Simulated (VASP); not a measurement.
# Ta2C (P-3m1) in VASP: settings compared

Ta2C is run at these levels: PBEsol+D3(BJ), PBEsol; tasks: single point, relaxation of cell and atoms.

All numbers are computed with VASP 6.6.1; they aren't measurements. Logs are shortened: lines on timing, memory, paths and dates and some standing lists are left out, and cuts for length are marked.

**1. The cell of the first run**

Symmetry: P-3m1, No. 164, trigonal system. Conventional cell: a = 3.072 Å, b = 3.072 Å, c = 4.881 Å, α = 90.00°, β = 90.00°, γ = 120.00°. Ta (site symmetry 3m) has 3 C at 2.16 Å within 2.9 Å. C (site symmetry -3m) has 6 Ta at 2.16 Å within 2.9 Å.

**2. Single point, PBEsol+D3(BJ)**

File INCAR:

```
SYSTEM = Ta2C
  PREC = Accurate
  ENCUT = 520
  EDIFF = 1E-6
  ISMEAR = 1
  SIGMA = 0.15
  LREAL = .False.
  LASPH = .True.
  NELM = 80
  ALGO = Normal
  ISIF = 2
  LWAVE = .False.
  LCHARG = .False.
  GGA = PS
  IVDW = 12
  NBANDS = 20
```

File KPOINTS:

```
regular mesh
0
Gamma
  10 10 6
  0 0 0
```

File POSCAR:

```
Ta2C
1.0
    3.0723516624      0.0000000000      0.0000000000
   -1.5361758312      2.6607345890      0.0000000000
    0.0000000000      0.0000000000      4.8807870956
Ta C
2 1
Direct
    0.3333333333      0.6666666667      0.2540138711
    0.6666666667      0.3333333333      0.7459861289
    0.0000000000      0.0000000000      0.0000000000
```

Potentials or basis: VASP PAW PBE potentials, release 64 (Ta_pv, C).

The run is started by

```sh
cat potpaw_PBE.64/Ta_pv/POTCAR potpaw_PBE.64/C/POTCAR > POTCAR
mpirun -np 1 vasp_std > vasp.out
```

OUTCAR:

```text
SYSTEM = Ta2C
   PREC = Accurate
   ENCUT = 520
   EDIFF = 1E-6
   ISMEAR = 1
   LREAL = .False.
   LASPH = .True.
   NELM = 80
   ISIF = 2
   GGA = PS
   IVDW = 12
 IVDW          = 12

 ion  position               nearest neighbor table
   1  0.333  0.667  0.254-   3 2.16   3 2.16   3 2.16   2 2.99   2 2.99   2 2.99   2 3.05   2 3.05
                             2 3.05
   2  0.667  0.333  0.746-   3 2.16   3 2.16   3 2.16   1 2.99   1 2.99   1 2.99   1 3.05   1 3.05
                             1 3.05
   3  0.000  0.000  0.000-   1 2.16   2 2.16   2 2.16   1 2.16   2 2.16   1 2.16

  LATTYP: Found a hexagonal cell.
 ALAT       =     3.0723516624
 C/A-ratio  =     1.5886160283

  Lattice vectors:

 A1 = (   3.0723516624,   0.0000000000,   0.0000000000)
 A2 = (  -1.5361758312,   2.6607345890,   0.0000000000)
 A3 = (   0.0000000000,   0.0000000000,   4.8807870956)

Analysis of symmetry for initial positions (statically):
=====================================================================
 Subroutine PRICEL returns:
 Original cell was already a primitive cell.

 Routine SETGRP: Setting up the symmetry group for a
 hexagonal supercell.

 Subroutine GETGRP returns: Found 12 space group operations
 (whereof 12 operations were pure point group operations)
 out of a pool of 24 trial point group operations.

The static configuration has the point symmetry D_3d.

Analysis of symmetry for dynamics (positions and initial velocities):
=====================================================================
 Subroutine PRICEL returns:
 Original cell was already a primitive cell.

 Routine SETGRP: Setting up the symmetry group for a
 hexagonal supercell.

 Subroutine GETGRP returns: Found 12 space group operations
 (whereof 12 operations were pure point group operations)
 out of a pool of 24 trial point group operations.

The dynamic configuration has the point symmetry D_3d.

 Subroutine INISYM returns: Found 12 space group operations
 (whereof 12 operations are pure point group operations),
 and found     1 'primitive' translations

----------------------------------------------------------------------------------------

                                     Primitive cell

  volume of cell :      39.8990

  direct lattice vectors                    reciprocal lattice vectors
     3.072351662  0.000000000  0.000000000     0.325483574  0.187918029  0.000000000
    -1.536175831  2.660734589  0.000000000     0.000000000  0.375836058  0.000000000
     0.000000000  0.000000000  4.880787096     0.000000000  0.000000000  0.204884987

  length of vectors
     3.072351662  3.072351662  4.880787096     0.375836058  0.375836058  0.204884987

  position of ions in fractional coordinates (direct lattice)
     0.333333333  0.666666667  0.254013871
     0.666666667  0.333333333  0.745986129
     0.000000000  0.000000000  0.000000000

  ion indices of the primitive-cell ions
   primitive index   ion index
                 1           1
                 2           2
                 3           3

----------------------------------------------------------------------------------------

 KPOINTS: regular mesh

Automatic generation of k-mesh.
 Grid dimensions read from file:
 generate k-points for:   10   10    6

 Generating k-lattice:

  Cartesian coordinates                     Fractional coordinates (reciprocal lattice)
     0.032548357  0.018791803  0.000000000     0.100000000 -0.000000000  0.000000000
     0.000000000  0.037583606  0.000000000     0.000000000  0.100000000  0.000000000
     0.000000000  0.000000000  0.034147498     0.000000000  0.000000000  0.166666667

  Length of vectors
     0.037583606  0.037583606  0.034147498

  Shift w.r.t. Gamma in fractional coordinates (k-lattice)
     0.000000000  0.000000000  0.000000000

 Subroutine IBZKPT returns following result:
 ===========================================

 Found     72 irreducible k-points:

 Following reciprocal coordinates:
            Coordinates               Weight
  0.000000  0.000000  0.000000      1.000000
  0.100000 -0.000000  0.000000      6.000000
  0.200000 -0.000000  0.000000      6.000000
  0.300000  0.000000  0.000000      6.000000
  0.400000  0.000000  0.000000      6.000000
  0.500000 -0.000000  0.000000      3.000000
[... 16 lines left out ...]
  0.000000  0.400000  0.166667      6.000000
  0.500000 -0.000000  0.166667      6.000000
 [... further k-points ...]
   k-points           NKPTS =     72   k-points in BZ     NKDIM =     72   number of bands    NBANDS=     20
   number of dos      NEDOS =    301   number of ions     NIONS =      3
   total plane-waves  NPLWV =  20736
   dimension x,y,z NGX =    24 NGY =   24 NGZ =   36
   dimension x,y,z NGXF=    48 NGYF=   48 NGZF=   72
   ions per type =               2   1
   NGX,Y,Z   is equivalent  to a cutoff of  12.99, 12.99, 12.26 a.u.
   NGXF,Y,Z  is equivalent  to a cutoff of  25.97, 25.97, 24.52 a.u.
 SYSTEM =  Ta2C
   PREC   = accura    normal or accurate (medium, high low for compatibility)
   ISTART =      0    job   : 0-new  1-cont  2-samecut
   ICHARG =      2    charge: 1-file 2-atom 10-const
   ISPIN  =      1    spin polarized calculation?
   LNONCOLLINEAR =      F non collinear calculations
   LSORBIT =      F    spin-orbit coupling
   LASPH  =      T    aspherical Exc in radial PAW
   ENCUT  =  520.0 eV  38.22 Ry    6.18 a.u.   5.71  5.71  9.08*2*pi/ulx,y,z
   NELM   =     80;   NELMIN=  2; NELMDL= -5     # of ELM steps
   EDIFF  = 0.1E-05   stopping-criterion for ELM
   LREAL  =      F    real-space projection
   EDIFFG = 0.1E-04   stopping-criterion for IOM
   NSW    =      0    number of steps for IOM
   IBRION =     -1    ionic relax: 0-MD 1-quasi-New 2-CG
   NFREE  =      0    steps in history (QN), initial steepest desc. (CG)
   ISIF   =      2    stress and relaxation
   ISYM   =      2    0-nonsym 1-usesym 2-fastsym
   POTIM  = 0.5000    time-step for ionic-motion
   TEBEG  =    0.0;   TEEND  =   0.0 temperature during run
   PSTRESS=    0.0 pullay stress
   NELECT =      26.0000    total number of electrons
   NUPDOWN=      -1.0000    fix difference up-down
   EMIN   =  10.00;   EMAX   =-10.00  energy-range for DOS
   EFERMI =   0.00;   METHOD = LEGACY
   ISMEAR =     1;   SIGMA  =   0.15  broadening in eV -4-tet -1-fermi 0-gaus
   EFERMI_NEDOS =   21; number of points for ismear=-14 and -15
   IALGO  =     38    algorithm
   IMIX   =      4    mixing-type and parameters
     AMIX     =   0.40;   BMIX     =  1.00
     AMIX_MAG =   1.60;   BMIX_MAG =  1.00
  volume/ion in A,a.u.               =      13.30        89.75
  Fermi-wavevector in a.u.,A,eV,Ry     =   1.419314  2.682115 27.408288  2.014452
  Thomas-Fermi vector in A             =   2.540348
   LORBIT       =      0    0 simple, 1 ext, 2 COOP (PROOUT), +10 PAW based schemes
   GGA     = PS    functional components
   LHFCALC =     F    Hartree Fock is set to
   AEXX    =    0.0000 exact exchange contribution
   IVDW    =    12    specifies the selected vdW correction
   LEPSILON=     F    determine dielectric tensor
   LRPA    =     F    only Hartree local field effects (RPA)
 non-spin polarized calculation
 Methfessel and Paxton  Order N= 1 SIGMA  =   0.15
  energy-cutoff  :      520.00
  volume of cell :       39.90
 maximum number of plane-waves:      1092
 NGX is ok and might be reduce to    24
   NGX = 11   NGY = 11   NGZ = 19

 number of electron      26.0000004 magnetization

 Free energy of the ion-electron system (eV)
  ---------------------------------------------------
  ext. energy  EPLUGINS =         0.00000000
  ---------------------------------------------------
  free energy    TOTEN  =       -36.67799386 eV

  energy without entropy =      -36.67624534  energy(sigma->0) =      -36.67741102

 E-fermi :   6.7048     XC(G=0): -13.0644

 val. band max:        6.6914533524   @ k =   0.1000  -0.0000   0.1667
 cond. band min:       6.7315630013   @ k =  -0.1000   0.3000   0.3333
 fundamental gap:      0.0401096489
 Fermi energy:         6.7047824222

 k-point     1 :       0.0000    0.0000    0.0000
  band No.  band energies     occupation
      1     -28.0708      2.00000
      2     -27.2913      2.00000
      3     -27.2913      2.00000
      4     -27.1642      2.00000
      5     -27.1642      2.00000
      6     -27.0763      2.00000
[... 12 lines left out ...]
     19       9.6224     -0.00000
     20      14.4294      0.00000

 k-point     2 :       0.1000   -0.0000    0.0000
  band No.  band energies     occupation
      1     -28.0403      2.00000
      2     -27.3582      2.00000
      3     -27.3146      2.00000
      4     -27.2297      2.00000
      5     -27.1705      2.00000
      6     -27.0877      2.00000
[... 12 lines left out ...]
     19      10.6700      0.00000
     20      14.6544      0.00000

 k-point     3 :       0.2000   -0.0000    0.0000
  band No.  band energies     occupation
      1     -27.9550      2.00000
      2     -27.5315      2.00000
      3     -27.3949      2.00000
      4     -27.3714      2.00000
      5     -27.1907      2.00000
      6     -27.1240      2.00000
[... 12 lines left out ...]
     19      12.3470      0.00000
     20      14.2867      0.00000

 k-point     4 :       0.3000    0.0000    0.0000
  band No.  band energies     occupation
      1     -27.8364      2.00000
      2     -27.7394      2.00000
      3     -27.5878      2.00000
      4     -27.4369      2.00000
      5     -27.2198      2.00000
      6     -27.1864      2.00000
[... 12 lines left out ...]
     19      13.5193      0.00000
     20      14.1175      0.00000

 k-point     5 :       0.4000    0.0000    0.0000
  band No.  band energies     occupation
      1     -27.9157      2.00000
      2     -27.7390      2.00000
      3     -27.6987      2.00000
      4     -27.4872      2.00000
      5     -27.2653      2.00000
      6     -27.2452      2.00000
[... 12 lines left out ...]
     19      13.2272      0.00000
     20      13.2486      0.00000

 k-point     6 :       0.5000   -0.0000    0.0000
  band No.  band energies     occupation
      1     -27.9784      2.00000
      2     -27.7934      2.00000
      3     -27.6350      2.00000
      4     -27.5060      2.00000
      5     -27.3123      2.00000
      6     -27.2552      2.00000
[... 12 lines left out ...]
     19      12.2714      0.00000
     20      12.7728      0.00000

 k-point     7 :       0.1000    0.1000    0.0000
  band No.  band energies     occupation
      1     -27.9823      2.00000
      2     -27.4581      2.00000
      3     -27.4099      2.00000
      4     -27.2960      2.00000
      5     -27.1980      2.00000
      6     -27.1115      2.00000
[... 12 lines left out ...]
     19      11.8281      0.00000
     20      14.4748      0.00000
[... 277 lines left out ...]
 k-point    20 :       0.3000    0.0000    0.1667
  band No.  band energies     occupation
      1     -27.8543      2.00000
      2     -27.7035      2.00000
      3     -27.6026      2.00000
      4     -27.4256      2.00000
      5     -27.2314      2.00000
      6     -27.1903      2.00000
[... 12 lines left out ...]
     19      12.8515      0.00000
     20      13.5711      0.00000

 k-point    21 :       0.0000    0.3000    0.1667
  band No.  band energies     occupation
      1     -27.8935      2.00000
      2     -27.6525      2.00000
      3     -27.5997      2.00000
      4     -27.4196      2.00000
      5     -27.2378      2.00000
      6     -27.2044      2.00000
[... 12 lines left out ...]
     19      12.6371      0.00000
     20      14.9202      0.00000

 k-point    22 :       0.4000    0.0000    0.1667
  band No.  band energies     occupation
      1     -27.9431      2.00000
      2     -27.8057      2.00000
      3     -27.6159      2.00000
      4     -27.4730      2.00000
      5     -27.2600      2.00000
      6     -27.2512      2.00000
[... 12 lines left out ...]
     19      13.1480      0.00000
     20      13.4506      0.00000

 k-point    23 :       0.0000    0.4000    0.1667
  band No.  band energies     occupation
      1     -27.9723      2.00000
      2     -27.7790      2.00000
      3     -27.5996      2.00000
      4     -27.4698      2.00000
      5     -27.2647      2.00000
      6     -27.2634      2.00000
[... 12 lines left out ...]
     19      12.5995      0.00000
     20      14.5608      0.00000

 k-point    24 :       0.5000   -0.0000    0.1667
  band No.  band energies     occupation
      1     -28.0113      2.00000
      2     -27.8428      2.00000
      3     -27.5667      2.00000
      4     -27.4896      2.00000
      5     -27.2942      2.00000
      6     -27.2723      2.00000
[... 12 lines left out ...]
     19      12.6027      0.00000
     20      13.5880      0.00000

 [... further k-points ...]

------------------------ aborting loop because EDIFF is reached ----------------------------------------

 Edisp (eV)   -1.65367

 E8    (eV) :    -1.1897

  FORCE on cell =-STRESS in cart. coord.  units (eV):
  Direction    XX          YY          ZZ          XY          YZ          ZX
  --------------------------------------------------------------------------------------
  -------------------------------------------------------------------------------------
  Total       0.14614     0.14614     0.13666     0.00000     0.00000    -0.00000
  in kB       5.86824     5.86824     5.48763     0.00000     0.00000    -0.00000
  external pressure =        5.74 kB  Pullay stress =        0.00 kB

 VOLUME and BASIS-vectors are now :
 -----------------------------------------------------------------------------
  energy-cutoff  :      520.00
  volume of cell :       39.90
      direct lattice vectors                 reciprocal lattice vectors
     3.072351662  0.000000000  0.000000000     0.325483574  0.187918029  0.000000000
    -1.536175831  2.660734589  0.000000000     0.000000000  0.375836058  0.000000000
     0.000000000  0.000000000  4.880787096     0.000000000  0.000000000  0.204884987

 POSITION                                       TOTAL-FORCE (eV/Angst)
 -----------------------------------------------------------------------------------
     -0.00000      1.77382      1.23979         0.000000      0.000000      0.048171
      1.53618      0.88691      3.64100        -0.000000     -0.000000     -0.048171
      0.00000      0.00000      0.00000        -0.000000      0.000000      0.000000
 -----------------------------------------------------------------------------------
    total drift:                                0.000000     -0.000000      0.000000

  FREE ENERGIE OF THE ION-ELECTRON SYSTEM (eV)
  ---------------------------------------------------
  free  energy   TOTEN  =       -38.3316657059 eV

  energy  without entropy=      -38.3299171841  energy(sigma->0) =      -38.33108287
```

Run time: 25 s. Hardware: 1 thread of Intel Xeon Platinum 8488C (Sapphire Rapids), shared host; peak memory 0.2 GiB.

Results:

* Free energy: -38.3317 eV
* Pressure: 0.6 GPa
* Largest force: 0.048 eV/Å
* Band gap on the k mesh: zero (band 13 reaches 7.22 eV, above the bottom of band 14 at 6.39 eV)
* Dispersion energy per atom: -0.551 eV

Forces in eV/Å, atoms in the order of the input:
```
Ta   0.000  0.000  0.048
Ta   0.000  0.000 -0.048
C    0.000  0.000  0.000
```

Levels at points of the mesh, in eV from the Fermi level:
| k point | band 11 | band 12 | band 13 | band 14 | band 15 | band 16 |
| --- | --- | --- | --- | --- | --- | --- |
| (0.00, 0.00, 0.00) | -2.96 | -0.02 | 0.51 | 0.51 | 1.15 | 1.15 |
| (0.50, 0.00, 0.00) | -3.89 | -1.83 | -0.20 | 3.42 | 3.58 | 4.87 |
| (0.00, 0.00, 0.50) | -1.93 | -1.52 | -0.32 | -0.32 | 3.09 | 3.09 |
| (0.50, 0.00, 0.50) | -2.61 | -1.15 | -0.96 | 1.52 | 1.55 | 4.50 |

Caveat: the PAW data sets were made with another functional, which shifts forces and pressure a little; spin-orbit coupling is left out, which moves the levels of the heavy elements; pairwise dispersion overbinds metals, which lowers pressure and volume.

[end of part 1 of 2]
